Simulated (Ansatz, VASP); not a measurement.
SrO in VASP and in Ansatz

```xyz
2
Lattice="0.0000 2.5663 2.5663 2.5663 0.0000 2.5663 2.5663 2.5663 0.0000" Properties=species:S:1:pos:R:3 pbc="T T T"
Sr    2.5663    2.5663    2.5663
O     0.0000    0.0000    0.0000
```

Alike in both runs: task single point; functional PBE-based global hybrid with a share of 0.05 of exact exchange; k mesh 4 × 4 × 4; no spin polarisation.

```csv
,VASP,Ansatz
version,VASP 6.6.1,Ansatz 0.2.0
potentials or method,"VASP PAW PBE potentials, release 64 (Sr_sv, O), cutoff 520 eV","plane waves, PAW"
occupations,"gaussian, width 0.01 eV",fixed
valence electrons in the cell,16,16
```

```tsv
	VASP	Ansatz	Ansatz less VASP
gap on the k mesh at the Fermi level (eV)	3.70	3.74	+0.044
```

VASP's potentials were made for PBE, not for PBE-based global hybrid.

The k mesh is coarse, so the values compare programs but aren't converged.
